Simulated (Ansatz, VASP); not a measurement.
# One calculation of Ga, two programs

File INCAR:

```
PREC     = Accurate       # precision mode
ENCUT    = 520            # plane-wave cutoff, eV
EDIFF    = 1E-8           # SCF threshold, eV
ISMEAR   = -1             # smearing method
SIGMA    = 0.03           # smearing width, eV
LREAL    = F              # projectors in reciprocal space
LASPH    = T              # aspherical terms in the spheres
NELM     = 80             # most SCF steps
ALGO     = Normal         # electronic algorithm
ISIF     = 2              # what is computed and relaxed
LWAVE    = F              # write WAVECAR
LCHARG   = F              # write CHGCAR
GGA      = PS             # functional
LEFG     = T            
NBANDS   = 12             # bands
```

File KPOINTS:

```
regular mesh
0
Gamma
  16 16 16
```

File POSCAR:

```
Ga
1.0
   -1.3850247009      1.3850247009      2.1988746855
    1.3850247009     -1.3850247009      2.1988746855
    1.3850247009      1.3850247009     -2.1988746855
Ga
1
Direct
    0.0000000000      0.0000000000      0.0000000000
```

Input for Ansatz:

```yaml
crystal:
  lattice:
    - [-1.3850247009, 1.3850247009, 2.1988746855]
    - [1.3850247009, -1.3850247009, 2.1988746855]
    - [1.3850247009, 1.3850247009, -2.1988746855]
  atoms:
    - { symbol: Ga, position: [0.0, 0.0, 0.0] }
kpoints:
  mp_grid: { grid: [16, 16, 16] }
scf:
  occupations: { method: fermi_dirac, width: 0.03 }
hamiltonian:
  xc: pbesol
  pseudopotentials: { kind: paw }
output:
  forces: true
  stress: true
  eigenvalues: true
  efg: { contact_densities: true }
```

Change from the starting cell: volume scaled by 0.96, PAW files.

Alike in both runs: task electric field gradients; functional PBEsol; k mesh 16 × 16 × 16; occupations fermi-dirac, width 0.03 eV; no spin polarisation.

```csv
,VASP,Ansatz
version,VASP 6.6.1,Ansatz 0.2.0
potentials or method,"VASP PAW PBE potentials, release 64 (Ga_d)","PAW with Ansatz's default frozen-core files, scalar-relativistic"
plane-wave cutoff (eV),520,420
valence electrons in the cell,13,13
```

Ansatz gave:

```
pressure (GPa)                                                : 3.4
traceless stress, the component that is largest in VASP (GPa) : -0.76
size of Vzz on the site where it differs most (V/Å²)          : 23.9
```

Task: Which values does VASP return?

Result: Pressure (GPa): 3.5; traceless stress, the component that is largest in VASP (GPa): -0.77; size of Vzz on the site where it differs most (V/Å²): 22.8.

VASP's potentials were made for PBE, not for PBEsol.
